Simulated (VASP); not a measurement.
A run of VASP 6.6.1 is set up as follows.

The input POSCAR:

```
I
1.0
    0.0000000000      2.3656004428      3.9098401324
    2.1922454667      0.0000000000      3.9098401324
    2.1922454667      2.3656004428      0.0000000000
I
1
Direct
    0.0000000000      0.0000000000      0.0000000000
```

File INCAR.step1:

```
SYSTEM = I
PREC     = Accurate       ! precision mode
ENCUT    = 520            ! plane-wave cutoff, eV
EDIFF    = 1E-5           ! SCF threshold, eV
ISMEAR   = -1             ! smearing method
SIGMA    = 0.05           ! smearing width, eV
LREAL    = .False.        ! projectors in reciprocal space
LASPH    = .True.         ! aspherical terms in the spheres
NELM     = 150            ! most SCF steps
ALGO     = Normal         ! electronic algorithm
ISIF     = 2              ! what is computed and relaxed
LWAVE    = .True.         ! write WAVECAR
LCHARG   = .False.        ! write CHGCAR
MAGMOM   = 0 0 0          ! initial moments
LORBIT   = 11             ! projections on sites
LSORBIT  = .True.         ! spin-orbit coupling
GGA_COMPAT= .False.      
LORBMOM  = .True.       
GGA      = PE             ! functional
NBANDS   = 18             ! bands
```

The input INCAR.step2:

```
SYSTEM = I
PREC     = Accurate       ! precision mode
ENCUT    = 520            ! plane-wave cutoff, eV
EDIFF    = 1E-7           ! SCF threshold, eV
ISMEAR   = -1             ! smearing method
SIGMA    = 0.05           ! smearing width, eV
LREAL    = .False.        ! projectors in reciprocal space
LASPH    = .True.         ! aspherical terms in the spheres
NELM     = 150            ! most SCF steps
ALGO     = Normal         ! electronic algorithm
ISIF     = 2              ! what is computed and relaxed
LWAVE    = .False.        ! write WAVECAR
LCHARG   = .False.        ! write CHGCAR
MAGMOM   = 0 0 0          ! initial moments
LORBIT   = 11             ! projections on sites
LSORBIT  = .True.         ! spin-orbit coupling
GGA_COMPAT= .False.      
LORBMOM  = .True.       
GGA      = PE             ! functional
LHFCALC  = .True.         ! exact exchange
AEXX     = 0.25           ! exact-exchange fraction
PRECFOCK = Normal       
ISTART   = 1            
NBANDS   = 18             ! bands
```

File KPOINTS:

```
regular mesh
0
Gamma
  4 4 4
  0 0 0
```

Potentials or basis: VASP PAW PBE potentials, release 64 (I).

Launch:

```console
$ cat potpaw_PBE.64/I/POTCAR > POTCAR
$ cp INCAR.step1 INCAR
$ mpirun -np 1 vasp_ncl > vasp.out
$ cp INCAR.step2 INCAR
$ mpirun -np 1 vasp_ncl > vasp.out
```

(1) What does it give for the net moment?

(2) Predict the pressure.

Answers

(1) 0.00 μB per cell.

(2) -2.5 GPa.

Caveat: the k points lie up to 0.53 Å⁻¹ apart; the PAW data sets were made with another functional, which shifts forces and pressure a little.
